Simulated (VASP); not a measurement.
Runs of VASP 6.6.1 on K. The structure is that of space group P4/mmm (No. 123), or close to it. The cells are those of the table. 

```tsv
cell	gap on the mesh (eV)	pressure (GPa)
a = 3.740, b = 3.740, c = 5.114 Å, 1 atom	none	0.9
a = 4.608, b = 4.608, c = 3.370 Å, 1 atom	none	0.6
a = 4.010, b = 4.010, c = 4.450 Å, 1 atom	none	0.4
a = 4.864, b = 4.864, c = 3.205 Å, 1 atom	none	(a)
a = 4.298, b = 4.298, c = 3.873 Å, 1 atom	none	0.4
```

Alike in all rows: task single point; level r2SCAN; potentials or basis VASP PAW PBE potentials, release 64 (K_sv); no spin polarisation; k mesh 12 × 12 × 12; cutoff (eV) 520; smearing gaussian 0.15 eV.

Estimate the missing entries.

(a) 0.7.

Caveats: the PAW data sets were made with another functional, which shifts forces and pressure a little.

A gap of «none» marks levels without a gap at the run's occupations.
